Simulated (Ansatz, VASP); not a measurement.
## Ti3H in VASP and in Ansatz

The input INCAR:

```
SYSTEM = Ti3H
  PREC = Accurate
  ENCUT = 520
  EDIFF = 1E-7
  ISMEAR = 0
  SIGMA = 0.1
  LREAL = .FALSE.
  LASPH = .TRUE.
  NELM = 100
  ALGO = Normal
  ISIF = 2
  LWAVE = .FALSE.
  LCHARG = .TRUE.
  GGA = PE
  LELF = .TRUE.
  LVHAR = .TRUE.
  NBANDS = 26
```

Contents of KPOINTS:

```
Automatic mesh
0
G
  6 6 6
  0 0 0
```

File POSCAR:

```
Ti3H
1.0
    4.4282405400      0.0000000000      0.0000000000
   -2.2141202700      3.8349688000      0.0000000000
    0.0000000000      0.0000000000      3.6552117400
Ti H
3 1
Direct
    0.5000000000      0.0000000000      0.0000000000
    0.0000000000      0.5000000000      0.0000000000
    0.5000000000      0.5000000000      0.0000000000
    0.0000000000      0.0000000000      0.5000000000
```

Input for Ansatz:

```yaml
crystal:
  lattice:
    - [4.42824054, 0.0, 0.0]
    - [-2.21412027, 3.8349688, 0.0]
    - [0.0, 0.0, 3.65521174]
  atoms:
    - { symbol: Ti, position: [0.5, 0.0, 0.0] }
    - { symbol: Ti, position: [0.0, 0.5, 0.0] }
    - { symbol: Ti, position: [0.5, 0.5, 0.0] }
    - { symbol: H, position: [0.0, 0.0, 0.5] }
basis:
  ecutwfc: 420
kpoints:
  mp_grid: { grid: [6, 6, 6] }
hamiltonian:
  xc: pbe
scf:
  occupations: { method: gaussian, width: 0.1 }
  lower_state_search: "off"
output:
  forces: true
  stress: true
  eigenvalues: true
```

Alike in both runs: task single point; functional PBE; k mesh 6 × 6 × 6; occupations gaussian, width 0.1 eV; no spin polarisation.

|  | VASP | Ansatz |
| --- | --- | --- |
| version | VASP 6.6.1 | Ansatz 0.2.0 |
| potentials or method | VASP PAW PBE potentials, release 64 (Ti_sv, H), cutoff 520 eV | scalar-relativistic, plane waves, PAW |
| valence electrons in the cell | 37 | 37 |

Ansatz gave:

* gap on the k mesh at the Fermi level (eV): none
* pressure (GPa): 12.4
* traceless stress, the component that is largest in VASP (GPa): -35.54

Problem. Which values does VASP return?

Solution. gap on the k mesh at the Fermi level (eV): none; pressure (GPa): 13.1; traceless stress, the component that is largest in VASP (GPa): -36.36.

A gap of «none» marks a metal or a gap that the smearing closes. With one functional, cell and mesh, what is left measures potentials, basis and numerics.
